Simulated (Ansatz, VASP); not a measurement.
# One calculation of Rh, two programs

```
Rh
1.0
     0.00000    1.90002    1.90002
     1.90002    0.00000    1.90002
     1.90002    1.90002    0.00000
Rh
1
Direct
  0.00000 0.00000 0.00000
```

Alike in both runs: functional r2SCAN; k mesh 18 × 18 × 18; occupations gaussian, width 0.1 eV; no spin polarisation.

Ansatz relaxed the structure, and its values are those at the end. VASP's run is a single point on that final structure, the one shown.

```csv
,VASP,Ansatz
version,VASP 6.6.1,Ansatz 0.2.0
potentials or method,"VASP PAW PBE potentials, release 64 (Rh_pv), cutoff 520 eV","scalar-relativistic, plane waves, PAW"
valence electrons in the cell,15,17
```

|  | VASP | Ansatz | Ansatz less VASP |
| --- | --- | --- | --- |
| gap on the k mesh at the Fermi level (eV) | none | none | - |
| pressure (GPa) | 1.2 | 0.0 | -1.18 |

VASP's potentials were made for PBE, not for r2SCAN. A gap of «none» marks a metal or a gap that the smearing closes. VASP's potentials hold 15 valence electrons a cell and Ansatz's 17, so a difference there can come from the potentials and not from the codes.
